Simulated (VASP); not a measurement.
# Si3C2 (P6_3/mmc) in VASP: further runs

Si3C2 is run at these levels: PBE; tasks: relaxation of cell and atoms, single point.

Program: VASP 6.6.1. These are calculated values, not measurements. Logs are shortened: lines on timing, memory, paths and dates and some standing lists are left out, and cuts for length are marked.

### Step 1. The cell of the first run

It takes space group P6_3/mmc (No. 194, hexagonal). Conventional cell: a = 2.900 Å, b = 2.900 Å, c = 14.368 Å, α = 90.00°, β = 90.00°, γ = 120.00°. Within 2.6 Å of Si (site symmetry 3m) lie 3 C at 1.97 Å and 1 Si at 2.47 Å. Within 2.9 Å of Si (site symmetry -6m2) lie 6 C at 2.20 Å and 8 Si at 2.47 to 2.90 Å. Within 2.6 Å of C (site symmetry 3m) lie 6 Si at 1.97 to 2.20 Å.

### Step 2. Relaxation of cell and atoms, PBE

The input, INCAR:

```
PREC     = Accurate       # precision mode
ENCUT    = 600            # plane-wave cutoff, eV
EDIFF    = 1E-6           # SCF threshold, eV
ISMEAR   = 0              # smearing method
SIGMA    = 0.1            # smearing width, eV
LREAL    = F              # projectors in reciprocal space
LASPH    = T              # aspherical terms in the spheres
NELM     = 60             # most SCF steps
ALGO     = Normal         # electronic algorithm
ISIF     = 3              # what is computed and relaxed
LWAVE    = F              # write WAVECAR
LCHARG   = F              # write CHGCAR
GGA      = PE             # functional
IBRION   = 2              # ionic algorithm
NSW      = 100            # ionic steps
EDIFFG   = -0.01          # ionic threshold
```

The input, KPOINTS:

```
Automatic mesh
0
Gamma
  12 12 4
```

The input, POSCAR:

```
Si3C2
1.0
    2.8996141298      0.0000000000      0.0000000000
   -1.4498070649      2.5111394976      0.0000000000
    0.0000000000      0.0000000000     14.3678137896
Si C
6 4
Direct
    0.6666666667      0.3333333333      0.0784295846
    0.6666666667      0.3333333333      0.2500000000
    0.6666666667      0.3333333333      0.4215704154
    0.3333333333      0.6666666667      0.7500000000
    0.3333333333      0.6666666667      0.9215704154
    0.3333333333      0.6666666667      0.5784295846
    0.6666666667      0.3333333333      0.8498239545
    0.6666666667      0.3333333333      0.6501760455
    0.3333333333      0.6666666667      0.1501760455
    0.3333333333      0.6666666667      0.3498239545
```

Potentials or basis: VASP PAW PBE potentials, release 64 (Si, C).

The run is started by

```console
$ cat potpaw_PBE.64/Si/POTCAR potpaw_PBE.64/C/POTCAR > POTCAR
$ mpirun -np 1 vasp_std > vasp.out
```

OUTCAR:

```text
PREC = Accurate
   ENCUT = 600
   EDIFF = 1E-6
   ISMEAR = 0
   LREAL = F
   LASPH = T
   NELM = 60
   ISIF = 3
   GGA = PE
   IBRION = 2
   NSW = 100
   EDIFFG = -0.01

 ion  position               nearest neighbor table
   1  0.667  0.333  0.078-   9 1.97   9 1.97   9 1.97   2 2.47   5 2.81   5 2.81   5 2.81
   2  0.667  0.333  0.250-   9 2.20  10 2.20   9 2.20  10 2.20   9 2.20  10 2.20   1 2.47   3 2.47

   3  0.667  0.333  0.422-  10 1.97  10 1.97  10 1.97   2 2.47   6 2.81   6 2.81   6 2.81
   4  0.333  0.667  0.750-   7 2.20   8 2.20   7 2.20   8 2.20   7 2.20   8 2.20   5 2.47   6 2.47

   5  0.333  0.667  0.922-   7 1.97   7 1.97   7 1.97   4 2.47   1 2.81   1 2.81   1 2.81
   6  0.333  0.667  0.578-   8 1.97   8 1.97   8 1.97   4 2.47   3 2.81   3 2.81   3 2.81
   7  0.667  0.333  0.850-   5 1.97   5 1.97   5 1.97   4 2.20   4 2.20   4 2.20
   8  0.667  0.333  0.650-   6 1.97   6 1.97   6 1.97   4 2.20   4 2.20   4 2.20
   9  0.333  0.667  0.150-   1 1.97   1 1.97   1 1.97   2 2.20   2 2.20   2 2.20
  10  0.333  0.667  0.350-   3 1.97   3 1.97   3 1.97   2 2.20   2 2.20   2 2.20

  LATTYP: Found a hexagonal cell.
 ALAT       =     2.8996141298
 C/A-ratio  =     4.9550778643

  Lattice vectors:

 A1 = (   2.8996141298,   0.0000000000,   0.0000000000)
 A2 = (  -1.4498070649,   2.5111394976,   0.0000000000)
 A3 = (   0.0000000000,   0.0000000000,  14.3678137896)

Analysis of symmetry for initial positions (statically):
=====================================================================
 Subroutine PRICEL returns:
 Original cell was already a primitive cell.

 Routine SETGRP: Setting up the symmetry group for a
 hexagonal supercell.

 Subroutine GETGRP returns: Found 24 space group operations
 (whereof 12 operations were pure point group operations)
 out of a pool of 24 trial point group operations.

The static configuration has the point symmetry D_3d.
 The point group associated with its full space group is D_6h.

Analysis of symmetry for dynamics (positions and initial velocities):
=====================================================================
 Subroutine PRICEL returns:
 Original cell was already a primitive cell.

 Routine SETGRP: Setting up the symmetry group for a
 hexagonal supercell.

 Subroutine GETGRP returns: Found 24 space group operations
 (whereof 12 operations were pure point group operations)
 out of a pool of 24 trial point group operations.

The dynamic configuration has the point symmetry D_3d.
 The point group associated with its full space group is D_6h.

 Subroutine INISYM returns: Found 24 space group operations
 (whereof 12 operations are pure point group operations),
 and found     1 'primitive' translations

----------------------------------------------------------------------------------------

                                     Primitive cell

  volume of cell :     104.6169

  direct lattice vectors                    reciprocal lattice vectors
     2.899614130  0.000000000  0.000000000     0.344873475  0.199112793  0.000000000
    -1.449807065  2.511139498  0.000000000     0.000000000  0.398225587  0.000000000
     0.000000000  0.000000000 14.367813790     0.000000000  0.000000000  0.069600011

  length of vectors
     2.899614130  2.899614130 14.367813790     0.398225587  0.398225587  0.069600011

  position of ions in fractional coordinates (direct lattice)
     0.666666667  0.333333333  0.078429585
     0.666666667  0.333333333  0.250000000
     0.666666667  0.333333333  0.421570415
     0.333333333  0.666666667  0.750000000
     0.333333333  0.666666667  0.921570415
     0.333333333  0.666666667  0.578429585
     0.666666667  0.333333333  0.849823955
     0.666666667  0.333333333  0.650176045
     0.333333333  0.666666667  0.150176045
     0.333333333  0.666666667  0.349823955

  ion indices of the primitive-cell ions
   primitive index   ion index
                 1           1
                 2           2
                 3           3
                 4           4
                 5           5
                 6           6
                 7           7
                 8           8
                 9           9
                10          10

----------------------------------------------------------------------------------------

 KPOINTS: Automatic mesh

Automatic generation of k-mesh.
 Grid dimensions read from file:
 generate k-points for:   12   12    4

 Generating k-lattice:

  Cartesian coordinates                     Fractional coordinates (reciprocal lattice)
     0.028739456  0.016592733  0.000000000     0.083333333  0.000000000  0.000000000
     0.000000000  0.033185466  0.000000000     0.000000000  0.083333333  0.000000000
     0.000000000  0.000000000  0.017400003     0.000000000  0.000000000  0.250000000

  Length of vectors
     0.033185466  0.033185466  0.017400003

  Shift w.r.t. Gamma in fractional coordinates (k-lattice)
     0.000000000  0.000000000  0.000000000

 Subroutine IBZKPT returns following result:
 ===========================================

 Found     57 irreducible k-points:

 Following reciprocal coordinates:
            Coordinates               Weight
  0.000000  0.000000  0.000000      1.000000
  0.083333 -0.000000  0.000000      6.000000
  0.166667 -0.000000  0.000000      6.000000
  0.250000  0.000000  0.000000      6.000000
  0.333333 -0.000000  0.000000      6.000000
  0.416667  0.000000  0.000000      6.000000
[... 16 lines left out ...]
  0.250000  0.000000  0.250000     12.000000
  0.333333 -0.000000  0.250000     12.000000
 [... further k-points ...]
   k-points           NKPTS =     57   k-points in BZ     NKDIM =     57   number of bands    NBANDS=     26
   number of dos      NEDOS =    301   number of ions     NIONS =     10
   total plane-waves  NPLWV =  69120
   dimension x,y,z NGX =    24 NGY =   24 NGZ =  120
   dimension x,y,z NGXF=    48 NGYF=   48 NGZF=  240
   ions per type =               6   4
   NGX,Y,Z   is equivalent  to a cutoff of  13.76, 13.76, 13.88 a.u.
   NGXF,Y,Z  is equivalent  to a cutoff of  27.52, 27.52, 27.77 a.u.
 SYSTEM =  unknown system
   PREC   = accura    normal or accurate (medium, high low for compatibility)
   ISTART =      0    job   : 0-new  1-cont  2-samecut
   ICHARG =      2    charge: 1-file 2-atom 10-const
   ISPIN  =      1    spin polarized calculation?
   LNONCOLLINEAR =      F non collinear calculations
   LSORBIT =      F    spin-orbit coupling
   LASPH  =      T    aspherical Exc in radial PAW
   ENCUT  =  600.0 eV  44.10 Ry    6.64 a.u.   5.79  5.79 28.70*2*pi/ulx,y,z
   NELM   =     60;   NELMIN=  2; NELMDL= -5     # of ELM steps
   EDIFF  = 0.1E-05   stopping-criterion for ELM
   LREAL  =      F    real-space projection
   EDIFFG = -.1E-01   stopping-criterion for IOM
   NSW    =    100    number of steps for IOM
   IBRION =      2    ionic relax: 0-MD 1-quasi-New 2-CG
   NFREE  =      1    steps in history (QN), initial steepest desc. (CG)
   ISIF   =      3    stress and relaxation
   ISYM   =      2    0-nonsym 1-usesym 2-fastsym
   POTIM  = 0.5000    time-step for ionic-motion
   TEBEG  =    0.0;   TEEND  =   0.0 temperature during run
   PSTRESS=    0.0 pullay stress
   NELECT =      40.0000    total number of electrons
   NUPDOWN=      -1.0000    fix difference up-down
   EMIN   =  10.00;   EMAX   =-10.00  energy-range for DOS
   EFERMI =   0.00;   METHOD = LEGACY
   ISMEAR =     0;   SIGMA  =   0.10  broadening in eV -4-tet -1-fermi 0-gaus
   EFERMI_NEDOS =   21; number of points for ismear=-14 and -15
   IALGO  =     38    algorithm
   IMIX   =      4    mixing-type and parameters
     AMIX     =   0.40;   BMIX     =  1.00
     AMIX_MAG =   1.60;   BMIX_MAG =  1.00
  volume/ion in A,a.u.               =      10.46        70.60
  Fermi-wavevector in a.u.,A,eV,Ry     =   1.188213  2.245397 19.209383  1.411850
  Thomas-Fermi vector in A             =   2.324347
   LORBIT       =      0    0 simple, 1 ext, 2 COOP (PROOUT), +10 PAW based schemes
   GGA     = PE    functional components
   LHFCALC =     F    Hartree Fock is set to
   AEXX    =    0.0000 exact exchange contribution
   IVDW    =     0    specifies the selected vdW correction
   LEPSILON=     F    determine dielectric tensor
   LRPA    =     F    only Hartree local field effects (RPA)
 conjugate gradient relaxation of ions
 non-spin polarized calculation
 Gauss-broadening in eV      SIGMA  =   0.10
  energy-cutoff  :      600.00
  volume of cell :      104.62
 maximum number of plane-waves:      3528
 NGX is ok and might be reduce to    24
   NGX = 11   NGY = 11   NGZ = 57

--------------------------------------- Ionic step        1  -------------------------------------------

 number of electron      40.0000001 magnetization

 Free energy of the ion-electron system (eV)
  ---------------------------------------------------
  ext. energy  EPLUGINS =         0.00000000
  ---------------------------------------------------
  free energy    TOTEN  =       -61.79927029 eV

  energy without entropy =      -61.79258354  energy(sigma->0) =      -61.79592691

------------------------ aborting loop because EDIFF is reached ----------------------------------------

  FORCE on cell =-STRESS in cart. coord.  units (eV):
  Direction    XX          YY          ZZ          XY          YZ          ZX
  --------------------------------------------------------------------------------------
  -------------------------------------------------------------------------------------
  Total       -0.2656217     -0.2656217     -0.2303146      0.0000000      0.0000000      0.0000000
  in kB       -4.0679194     -4.0679194     -3.5272021      0.0000000      0.0000000      0.0000000
  external PRESSURE =      -3.8876803 kB  Pullay stress =       0.0000000 kB
[... 205 lines left out ...]
  energy  without entropy=      -61.7929484823  energy(sigma->0) =      -61.79630791

--------------------------------------- Ionic step        6  -------------------------------------------

 number of electron      40.0000000 magnetization

 Free energy of the ion-electron system (eV)
  ---------------------------------------------------
  ext. energy  EPLUGINS =         0.00000000
  ---------------------------------------------------
  free energy    TOTEN  =       -61.79971161 eV

  energy without entropy =      -61.79299279  energy(sigma->0) =      -61.79635220

 E-fermi :  10.5644     XC(G=0): -11.8003

 val. band max:       10.5604401419   @ k =   0.3333   0.3333   0.2500
 cond. band min:      10.5693339802   @ k =   0.1667   0.1667   0.2500
 fundamental gap:      0.0088938383
 Fermi energy:        10.5643903563

 k-point     1 :       0.0000    0.0000    0.0000
  band No.  band energies     occupation
      1      -6.6139      2.00000
      2      -6.3754      2.00000
      3      -5.5719      2.00000
      4      -5.0284      2.00000
      5      -1.7608      2.00000
      6      -0.0384      2.00000
[... 685 lines left out ...]
     25      13.9735      0.00000
     26      14.2033      0.00000

 [... further k-points ...]
[... 5 lines left out ...]
  --------------------------------------------------------------------------------------
  -------------------------------------------------------------------------------------
  Total        0.0157336      0.0157336     -0.0348203      0.0000000      0.0000000      0.0000000
  in kB        0.2414793      0.2414793     -0.5344229      0.0000000      0.0000000      0.0000000
  external PRESSURE =      -0.0171548 kB  Pullay stress =       0.0000000 kB
[... 25 lines left out ...]
  FREE ENERGIE OF THE ION-ELECTRON SYSTEM (eV)
  ---------------------------------------------------
  free  energy   TOTEN  =       -61.7997116130 eV

  energy  without entropy=      -61.7929927937  energy(sigma->0) =      -61.79635220

 reached required accuracy - stopping structural energy minimisation
```

It took 3.1 min on 1 thread of Intel Xeon 6975P-C (Granite Rapids), shared host; peak memory 0.34 GiB.

What came out:

```yaml
Free_energy: -61.7997 eV
Relaxed_volume: 10.44 Å³/atom
Relaxed_cell: a = 2.897 Å, b = 2.897 Å, c = 14.363 Å, α = 90.00°, β = 90.00°, γ = 120.00°
Space_group_after_relaxing_to_0.1_Å: P6_3/mmc (No. 194)
Energy_gained_by_relaxing: 0.0 meV/atom
Ionic_steps: 6
Pressure_after_relaxing: 0.0 GPa
Largest_force_after_relaxing: 0.005 eV/Å
Band_gap_on_the_k_mesh: zero (bands 20 and 21 overlap by 6.27 eV)
```

Forces in eV/Å, atoms in the order of the input:
```
Si   0.000  0.000  0.003
Si   0.000  0.000  0.000
Si   0.000  0.000 -0.003
Si   0.000  0.000  0.000
Si   0.000  0.000 -0.003
Si   0.000  0.000  0.003
C    0.000  0.000 -0.005
C    0.000  0.000  0.005
C    0.000  0.000  0.005
C    0.000  0.000 -0.005
```

Stress tensor (GPa, compression positive):
```
 0.02  0.00  0.00
 0.00  0.02  0.00
 0.00  0.00 -0.05
```

The path:
| step | energy change (eV) | largest force (eV/Å) | pressure (GPa) | volume (Å³) |
| --- | --- | --- | --- | --- |
| 1 | 0.0000 | 0.0408 | -0.39 | 104.62 |
| 2 | -0.0001 | 0.0361 | 0.34 | 104.23 |
| 3 | -0.0004 | 0.0174 | 0.01 | 104.41 |
| 4 | -0.0004 | 0.0122 | 0.03 | 104.37 |
| 5 | -0.0004 | 0.0138 | 0.03 | 104.38 |
| 6 | -0.0004 | 0.0052 | 0.00 | 104.39 |

Final structure:
```cif
data_structure
_symmetry_space_group_name_H-M 'P 1'
_symmetry_Int_Tables_number 1
_cell_length_a 2.8969
_cell_length_b 2.8969
_cell_length_c 14.3633
_cell_angle_alpha 90.000
_cell_angle_beta 90.000
_cell_angle_gamma 120.000
_cell_volume 104.39
loop_
_atom_site_label
_atom_site_type_symbol
_atom_site_fract_x
_atom_site_fract_y
_atom_site_fract_z
_atom_site_occupancy
Si1 Si 0.66667 0.33333 0.07854 1
Si2 Si 0.66667 0.33333 0.25000 1
Si3 Si 0.66667 0.33333 0.42146 1
Si4 Si 0.33333 0.66667 0.75000 1
Si5 Si 0.33333 0.66667 0.92146 1
Si6 Si 0.33333 0.66667 0.57854 1
C1 C 0.66667 0.33333 0.84971 1
C2 C 0.66667 0.33333 0.65029 1
C3 C 0.33333 0.66667 0.15029 1
C4 C 0.33333 0.66667 0.34971 1
```

(Part 1 of 2 ends here.)

The gap in the log of VASP goes by the Fermi energy; the results here count the filled bands.